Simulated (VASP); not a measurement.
**Ga3BAs4: relaxation of cell and atoms with PBE**

Crystal: Ga3BAs4.

```
CELL_PARAMETERS angstrom
5.41576 0.00000 0.00000
0.00000 5.41576 0.00000
0.00000 0.00000 5.41576
ATOMIC_POSITIONS crystal
Ga 0.50000 0.00000 0.50000
Ga 0.50000 0.50000 0.00000
Ga 0.00000 0.50000 0.50000
B 0.00000 0.00000 0.00000
As 0.25000 0.75000 0.75000
As 0.25000 0.25000 0.25000
As 0.75000 0.75000 0.25000
As 0.75000 0.25000 0.75000
```

```yaml
Program: VASP 6.6.1
Task: relaxation of cell and atoms
Functional: PBE
Potentials_or_basis: VASP PAW PBE potentials, release 64 (Ga_d, B, As)
Cutoff: 600 eV
k_mesh: 4 × 4 × 4
Occupations: gaussian, width 0.1 eV
Spin: no spin polarisation
Dipole_correction: no
Further_INCAR_settings: ALGO = Normal; EDIFF = 1e-06; IBRION = 2; EDIFFG = -0.04; NSW = 90; ISIF = 3
```

- Relaxed volume: 21.02 Å³/atom
- Relaxed cell: a = 5.519 Å, b = 5.519 Å, c = 5.519 Å, α = 90.00°, β = 90.00°, γ = 90.00°
- Space group after relaxing (to 0.1 Å): P-43m (No. 215)
- Energy gained by relaxing: 158.0 meV/atom
- Ionic steps: 6
- Pressure after relaxing: -0.2 GPa
- Band gap on the k mesh: 0.53 eV (least direct gap 0.58 eV)

The path:
```csv
step,energy change (eV),largest force (eV/Å),pressure (GPa),volume (Å³)
1,0.0000,2.5511,7.04,158.85
2,-0.9362,0.8640,-3.89,179.77
3,-0.9397,0.9568,-3.43,178.30
4,-1.2351,0.3083,-1.29,170.95
5,-1.2636,0.0485,-0.03,167.91
6,-1.2638,0.0185,-0.16,168.15
```

Final structure:
```cif
data_structure
_symmetry_space_group_name_H-M 'P 1'
_symmetry_Int_Tables_number 1
_cell_length_a 5.5195
_cell_length_b 5.5195
_cell_length_c 5.5195
_cell_angle_alpha 90.000
_cell_angle_beta 90.000
_cell_angle_gamma 90.000
_cell_volume 168.15
loop_
_atom_site_label
_atom_site_type_symbol
_atom_site_fract_x
_atom_site_fract_y
_atom_site_fract_z
_atom_site_occupancy
Ga1 Ga 0.50000 0.00000 0.50000 1
Ga2 Ga 0.50000 0.50000 0.00000 1
Ga3 Ga 0.00000 0.50000 0.50000 1
B1 B 0.00000 0.00000 0.00000 1
As1 As 0.22756 0.77244 0.77244 1
As2 As 0.22756 0.22756 0.22756 1
As3 As 0.77244 0.77244 0.22756 1
As4 As 0.77244 0.22756 0.77244 1
```

Levels at points of the mesh, in eV from the valence-band top:
```csv
k point,band 27,band 28,band 29,band 30,band 31,band 32,band 33,band 34,band 35,band 36
"(0.00, 0.00, 0.00)",-2.59,-2.59,0.00,0.00,0.00,0.58,1.20,1.20,1.42,1.42
"(0.50, 0.00, 0.00)",-3.52,-2.13,-2.13,-1.28,-1.28,1.59,1.83,3.13,3.17,4.30
"(0.50, 0.50, 0.00)",-3.21,-1.70,-1.70,-1.28,-0.57,1.80,2.29,3.20,3.20,4.46
"(0.50, 0.50, 0.50)",-0.96,-0.96,-0.96,-0.71,-0.71,0.53,1.02,1.02,1.02,4.25
```

It took 7.8 min on 1 thread of Intel(R) Xeon(R) Platinum 8488C (Sapphire Rapids) (shared host), peak memory 0.37 GiB.

A k mesh can miss the band edges.
